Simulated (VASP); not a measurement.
The system is Al15GaN16 (a cell with a defect).

```
Al Ga N
1.0
     6.25951    0.00000    0.00000
    -3.12976    5.42090    0.00000
     0.00000    0.00000   10.03481
Al Ga N
15 1 16
Direct
  0.33473 0.16727 0.24857
  0.33493 0.16725 0.75072
  0.16741 0.33480 0.99957
  0.33531 0.66836 0.24843
  0.16765 0.83522 0.49990
  0.33508 0.66883 0.75084
  0.16713 0.83462 0.99978
  0.83362 0.16672 0.24838
  0.66678 0.33435 0.49981
  0.83345 0.16728 0.75084
  0.66762 0.33506 0.99975
  0.83470 0.66737 0.24962
  0.66820 0.83405 0.50012
  0.83451 0.66747 0.74972
  0.66768 0.83442 0.99962
  0.16627 0.33586 0.49937
  0.33592 0.16604 0.43779
  0.16886 0.33311 0.18955
  0.33324 0.16895 0.94019
  0.16892 0.33348 0.69510
  0.33862 0.67807 0.43783
  0.16859 0.83280 0.18909
  0.33322 0.66966 0.94032
  0.16903 0.83321 0.68967
  0.82430 0.16378 0.43779
  0.66921 0.33353 0.18905
  0.83242 0.16878 0.94024
  0.66882 0.33294 0.68958
  0.83338 0.66863 0.43971
  0.66949 0.83255 0.18886
  0.83303 0.66897 0.93926
  0.66906 0.83327 0.68995
```

Base run:

| Item | Value |
| --- | --- |
| Program | VASP 6.6.1 |
| Functional | HSE06 |
| Potentials or basis | VASP PAW PBE potentials, release 64 (Al, Ga_d, N) |
| Cutoff | 520 eV |
| k mesh | 1 × 1 × 1, shifted |
| Occupations | fermi-dirac, width 0.01 eV |
| Spin | no spin polarisation |

Its results: band gap on the k mesh 7.19 eV; pressure -5.1 GPa; largest force 0.123 eV/Å.

The run is repeated on the same cell with these changes: functional from HSE06 to r2SCAN; cutoff from 520 eV to 580 eV. What comes out?

Band gap on the k mesh 6.43 eV; pressure -4.1 GPa; largest force 0.031 eV/Å.

Caveats: the PAW data sets were made with another functional, which shifts forces and pressure a little.

A k mesh can miss the band edges.
